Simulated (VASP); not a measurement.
# Ge (Cmcm) in VASP: a series of runs, part 2 of 2

VASP 6.6.1. Earlier steps stand in the parts before.

**3. Single point, PBE+D3(BJ)**

Contents of INCAR:

```
SYSTEM = Ge
PREC = Accurate ; ENCUT = 520
EDIFF = 1E-6 ; ISMEAR = 0
SIGMA = 0.1 ; LREAL = .FALSE.
LASPH = .TRUE. ; NELM = 60
ALGO = Normal ; ISIF = 2
LWAVE = .FALSE. ; LCHARG = .FALSE.
GGA = PE ; IVDW = 12
NBANDS = 21 ; ISYM = 0
```

Contents of KPOINTS:

```
regular mesh
0
G
  3 4 5
  0 0 0
```

Contents of POSCAR:

```
Ge
1.0
    1.4880529250     -2.5946896100      0.0000000000
    1.4880529250      2.5946896100      0.0000000000
    0.0000000000      0.0000000000      4.7275957900
Ge
2
Direct
    0.6665533700      0.3334466300      0.2500000000
    0.3334466300      0.6665533700      0.7500000000
```

Potentials or basis: VASP PAW PBE potentials, release 64 (Ge_d).

Command:

```
> cat potpaw_PBE.64/Ge_d/POTCAR > POTCAR
> mpirun -np 1 vasp_std > vasp.out
```

OUTCAR:

```text
SYSTEM = Ge
   PREC = Accurate
   ENCUT = 520
   EDIFF = 1E-6
   ISMEAR = 0
   LREAL = .FALSE.
   LASPH = .TRUE.
   NELM = 60
   ISIF = 2
   GGA = PE
   IVDW = 12
   ISYM = 0
 IVDW          = 12

 ion  position               nearest neighbor table
   1  0.667  0.333  0.250-
   2  0.333  0.667  0.750-

IMPORTANT INFORMATION: All symmetrisations will be switched off!
NOSYMM: (Re-)initialisation of all symmetry stuff for point group C_1.

----------------------------------------------------------------------------------------
[... 750 lines left out ...]

 Edisp (eV)   -0.72454

 E8    (eV) :    -0.3198

  FORCE on cell =-STRESS in cart. coord.  units (eV):
  Direction    XX          YY          ZZ          XY          YZ          ZX
  --------------------------------------------------------------------------------------
  -------------------------------------------------------------------------------------
  Total      -0.88243     1.09114    -1.01862    -0.79831     0.00000     0.00000
  in kB     -38.72708    47.88677   -44.70415   -35.03553     0.00003     0.00003
  external pressure =      -11.85 kB  Pullay stress =        0.00 kB

 VOLUME and BASIS-vectors are now :
 -----------------------------------------------------------------------------
  energy-cutoff  :      520.00
  volume of cell :       36.51
      direct lattice vectors                 reciprocal lattice vectors
     1.488052925 -2.594689610  0.000000000     0.336009554 -0.192701277  0.000000000
     1.488052925  2.594689610  0.000000000     0.336009554  0.192701277  0.000000000
     0.000000000  0.000000000  4.727595790     0.000000000  0.000000000  0.211524006

 POSITION                                       TOTAL-FORCE (eV/Angst)
 -----------------------------------------------------------------------------------
      1.48805     -0.86431      1.18190         0.027127      0.103190      0.000010
      1.48805      0.86431      3.54570        -0.027127     -0.103190     -0.000010
 -----------------------------------------------------------------------------------
    total drift:                               -0.000009     -0.000008     -0.000015

  FREE ENERGIE OF THE ION-ELECTRON SYSTEM (eV)
  ---------------------------------------------------
  free  energy   TOTEN  =        -9.1219605325 eV

  energy  without entropy=       -9.1157254618  energy(sigma->0) =       -9.11884300
```

OSZICAR:

```text
N       E                     dE             d eps       ncg     rms          rms(c)
DAV:   1     0.175052578800E+03    0.17505E+03   -0.14109E+04  1478   0.385E+03
DAV:   2     0.146586214782E+02   -0.16039E+03   -0.15530E+03  1312   0.583E+02
DAV:   3    -0.780394722775E+01   -0.22463E+02   -0.22289E+02  1498   0.131E+02
DAV:   4    -0.842419819579E+01   -0.62025E+00   -0.61981E+00  1453   0.250E+01
DAV:   5    -0.843318750557E+01   -0.89893E-02   -0.89891E-02  1495   0.325E+00    0.170E+00
DAV:   6    -0.840874681061E+01    0.24441E-01   -0.20921E-02  1780   0.234E+00    0.929E-01
DAV:   7    -0.839777768232E+01    0.10969E-01   -0.14031E-02  1775   0.156E+00    0.828E-02
DAV:   8    -0.839740662284E+01    0.37106E-03   -0.12795E-03  1507   0.639E-01    0.299E-02
DAV:   9    -0.839741646638E+01   -0.98435E-05   -0.33553E-05  1702   0.860E-02    0.868E-03
DAV:  10    -0.839741844411E+01   -0.19777E-05   -0.12967E-06  1172   0.400E-02    0.151E-03
DAV:  11    -0.839741839393E+01    0.50176E-07   -0.29146E-07   811   0.164E-02
   1 F= -.91219605E+01 E0= -.91188430E+01  d E =-.623507E-02
```

Wall time 21 s (1 thread of AMD EPYC 7R43 (Zen 3), shared host); peak memory 0.13 GiB.

Results:

| Property | Result |
| --- | --- |
| Free energy | -9.1220 eV |
| Pressure | -1.2 GPa |
| Largest force | 0.107 eV/Å |
| Band gap on the k mesh | zero (band 14 reaches 13.89 eV, above the bottom of band 15 at 5.22 eV) |
| Dispersion energy per atom | -0.362 eV |

Forces in eV/Å, atoms in the order of the input:
```
Ge   0.027  0.103  0.000
Ge  -0.027 -0.103  0.000
```

Stress tensor (GPa, compression positive):
```
-3.87 -3.50  0.00
-3.50  4.79  0.00
 0.00  0.00 -4.47
```

Caveat: the k points lie up to 0.81 Å⁻¹ apart; three body term missing; pairwise dispersion overbinds metals, which lowers pressure and volume.

**4. Single point, PBE**

Contents of INCAR:

```
PREC     = Accurate       # precision mode
ENCUT    = 520            # plane-wave cutoff, eV
EDIFF    = 1E-6           # SCF threshold, eV
ISMEAR   = 1              # smearing method
SIGMA    = 0.036          # smearing width, eV
LREAL    = False          # projectors in reciprocal space
LASPH    = True           # aspherical terms in the spheres
NELM     = 100            # most SCF steps
ALGO     = Normal         # electronic algorithm
ISIF     = 2              # what is computed and relaxed
LWAVE    = False          # write WAVECAR
LCHARG   = True           # write CHGCAR
GGA      = PE             # functional
LELF     = True           # ELF
LVHAR    = True         
NBANDS   = 21             # bands
```

Contents of KPOINTS:

```
Automatic mesh
0
Gamma
  6 6 4
```

POSCAR is that of step 3.

Potentials or basis: VASP PAW PBE potentials, release 64 (Ge_d).

Command:

```
> cat potpaw_PBE.64/Ge_d/POTCAR > POTCAR
> mpirun -np 1 vasp_std > vasp.out
```

OUTCAR:

```text
PREC = Accurate
   ENCUT = 520
   EDIFF = 1E-6
   ISMEAR = 1
   LREAL = False
   LASPH = True
   NELM = 100
   ISIF = 2
   GGA = PE

 ion  position               nearest neighbor table
   1  0.667  0.333  0.250-
   2  0.333  0.667  0.750-

  LATTYP: Found a base centered orthorhombic cell.
 ALAT       =     2.9761058500
 B/A-ratio  =     1.7436809984
 C/A-ratio  =     1.5885173540

  Lattice vectors:

 A1 = (   1.4880529250,  -2.5946896100,   0.0000000000)
 A2 = (   1.4880529250,   2.5946896100,   0.0000000000)
[... 190 lines left out ...]
      3     -17.6095      2.00000
      4     -17.6041      2.00000
      5     -17.6040      2.00000
      6     -17.6008      2.00000
[... 565 lines left out ...]
     20      18.4660      0.00000
     21      20.0728      0.00000

 [... further k-points ...]
[... 5 lines left out ...]
  --------------------------------------------------------------------------------------
  -------------------------------------------------------------------------------------
  Total        0.3161665      0.2147677      1.6568795      0.0000000      0.0000000      0.0000000
  in kB       13.8756171      9.4255221     72.7155630      0.0000000      0.0000000      0.0000000
  external PRESSURE =      32.0055674 kB  Pullay stress =       0.0000000 kB

 VOLUME and BASIS-vectors are now :
 -----------------------------------------------------------------------------
  energy-cutoff  :      520.00
  volume of cell :       36.51
      direct lattice vectors                 reciprocal lattice vectors
     1.488052925 -2.594689610  0.000000000     0.336009554 -0.192701277  0.000000000
     1.488052925  2.594689610  0.000000000     0.336009554  0.192701277  0.000000000
     0.000000000  0.000000000  4.727595790     0.000000000  0.000000000  0.211524006

 POSITION                                       TOTAL-FORCE (eV/Angst)
 -----------------------------------------------------------------------------------
      1.48805     -0.86431      1.18190         0.000000     -0.005292     -0.000000
      1.48805      0.86431      3.54570         0.000000      0.005292      0.000000
 -----------------------------------------------------------------------------------
    total drift:                                0.000000     -0.000000      0.000000

  FREE ENERGIE OF THE ION-ELECTRON SYSTEM (eV)
  ---------------------------------------------------
  free  energy   TOTEN  =        -8.3052812655 eV

  energy  without entropy=       -8.3044648580  energy(sigma->0) =       -8.30500913
```

stdout:

```text
POSCAR found type information on POSCAR Ge
 POSCAR found :  1 types and       2 ions
 scaLAPACK will be used
 LDA part: xc-table for (Slater+PW92), standard interpolation
 POSCAR, INCAR and KPOINTS ok, starting setup
 FFT: planning ... GRIDC
 FFT: planning ... GRID_SOFT
 FFT: planning ... GRID
 WAVECAR not read
 entering main loop
```

Run time: 26 s. Hardware: 1 thread of AMD EPYC 7R43 (Zen 3), shared host; peak memory 0.12 GiB.

Results:

```yaml
Free_energy: -8.3053 eV
Pressure: 3.2 GPa
Largest_force: 0.005 eV/Å
Band_gap_on_the_k_mesh: zero (band 14 reaches 13.88 eV, above the bottom of band 15 at 4.68 eV)
```

Forces in eV/Å, atoms in the order of the input:
```
Ge   0.000 -0.005  0.000
Ge   0.000  0.005  0.000
```

Stress tensor (GPa, compression positive):
```
1.39 0.00 0.00
0.00 0.94 0.00
0.00 0.00 7.27
```

Caveat: the k points lie up to 0.41 Å⁻¹ apart.

**5. Single point, LDA**

Contents of INCAR:

```
  PREC = Accurate
  ENCUT = 520
  EDIFF = 1E-6
  ISMEAR = 1
  SIGMA = 0.054
  LREAL = F
  LASPH = T
  NELM = 80
  ALGO = Normal
  ISIF = 2
  LWAVE = F
  LCHARG = F
  GGA = CA
  NBANDS = 21
```

Contents of KPOINTS:

```
regular mesh
0
Gamma
  6 6 4
```

POSCAR is that of step 4.

Potentials or basis: VASP PAW LDA potentials, release 64 (Ge_d).

Command:

```
> cat potpaw_LDA.64/Ge_d/POTCAR > POTCAR
> mpirun -np 1 vasp_std > vasp.out
```

It took 25 s on 1 thread of AMD EPYC 7R43 (Zen 3), shared host; peak memory 0.11 GiB.

Results (log left out):

| Property | Result |
| --- | --- |
| Free energy | -9.7275 eV |
| Pressure | -2.4 GPa |
| Largest force | 0.005 eV/Å |
| Band gap on the k mesh | zero (band 14 reaches 13.52 eV, above the bottom of band 15 at 4.43 eV) |

Forces on the atoms (eV/Å):
```
Ge   0.000 -0.005  0.000
Ge   0.000  0.005  0.000
```

Stress tensor (GPa, compression positive):
```
-4.14  0.00  0.00
 0.00 -4.55  0.00
 0.00  0.00  1.48
```

Levels at points of the mesh, in eV from the Fermi level:
| k point | band 12 | band 13 | band 14 | band 15 | band 16 | band 17 |
| --- | --- | --- | --- | --- | --- | --- |
| (0.00, 0.00, 0.00) | -7.84 | -5.80 | 6.20 | 6.31 | 8.27 | 8.39 |
| (0.50, 0.00, 0.00) | -7.43 | -2.64 | -1.59 | -1.18 | 1.17 | 2.09 |
| (0.50, 0.50, 0.00) | -7.47 | -2.68 | -1.62 | -1.25 | 1.13 | 2.24 |
| (0.00, 0.00, 0.50) | -12.01 | 1.54 | 1.54 | 7.32 | 7.32 | 7.43 |
| (0.50, 0.00, 0.50) | -7.35 | -5.21 | -5.21 | 3.74 | 3.74 | 4.69 |
| (0.50, 0.50, 0.50) | -7.43 | -5.24 | -5.24 | 3.89 | 3.89 | 4.71 |

Caveat: the k points lie up to 0.41 Å⁻¹ apart.

**6. Single point, LDA**

Contents of INCAR:

```
PREC = Accurate
ENCUT = 520
EDIFF = 1E-6
ISMEAR = -4
SIGMA = 0.1
LREAL = False
LASPH = True
NELM = 100
ALGO = Normal
ISIF = 2
LWAVE = False
LCHARG = False
GGA = CA
NBANDS = 21
```

Contents of KPOINTS:

```
Automatic mesh
0
Gamma
  6 6 4
```

POSCAR is that of step 5.

Potentials or basis: VASP PAW LDA potentials, release 64 (Ge_d).

Command:

```
> cat potpaw_LDA.64/Ge_d/POTCAR > POTCAR
> mpirun -np 1 vasp_std > vasp.out
```

Wall time 22 s (1 thread of AMD EPYC 7R43 (Zen 3), shared host); peak memory 0.11 GiB.

Results (log left out):

```yaml
Free_energy: -9.2020 eV
Pressure: 1.7 GPa
Largest_force: 0.003 eV/Å
Band_gap_on_the_k_mesh: zero (band 14 reaches 13.54 eV, above the bottom of band 15 at 4.43 eV)
```

Forces on the atoms (eV/Å):
```
Ge   0.000  0.003  0.000
Ge   0.000 -0.003  0.000
```

Stress tensor (GPa, compression positive):
```
0.31 0.00 0.00
0.00 0.56 0.00
0.00 0.00 4.17
```

Levels at points of the mesh, in eV from the Fermi level:
```tsv
k point	band 12	band 13	band 14	band 15	band 16	band 17
(0.00, 0.00, 0.00)	-7.69	-5.65	6.36	6.47	8.42	8.54
(0.50, 0.00, 0.00)	-7.28	-2.49	-1.45	-1.02	1.32	2.24
(0.50, 0.50, 0.00)	-7.32	-2.52	-1.47	-1.09	1.28	2.39
(0.00, 0.00, 0.50)	-11.85	1.70	1.70	7.48	7.48	7.59
(0.50, 0.00, 0.50)	-7.19	-5.07	-5.07	3.89	3.89	4.85
(0.50, 0.50, 0.50)	-7.27	-5.09	-5.09	4.04	4.04	4.87
```

Caveat: the k points lie up to 0.41 Å⁻¹ apart.

**7. Summary**

```csv
level,potentials or basis,k mesh,smearing,gap on the mesh (eV),pressure (GPa),largest force (eV/Å)
PBE,"VASP PAW PBE potentials, release 64 (Ge_d)",7 × 6 × 1,gaussian 0.1 eV,none,5.9,0.10
PBE+D3(BJ),"VASP PAW PBE potentials, release 64 (Ge_d)",3 × 4 × 5,gaussian 0.1 eV,none,-1.2,0.11
PBE,"VASP PAW PBE potentials, release 64 (Ge_d)",6 × 6 × 4,methfessel-paxton 0.036 eV,none,3.2,0.01
LDA,"VASP PAW LDA potentials, release 64 (Ge_d)",6 × 6 × 4,methfessel-paxton 0.054 eV,none,-2.4,0.01
LDA,"VASP PAW LDA potentials, release 64 (Ge_d)",6 × 6 × 4,tetrahedron,none,1.7,-
```

Alike in all rows: task single point; no spin polarisation; cell as given; cutoff (eV) 520.

Caveats: all runs use coarse meshes; three body term missing (some runs); pairwise dispersion overbinds metals, which lowers pressure and volume (some runs).

Absolute energies hang on the potentials; compare differences alone.
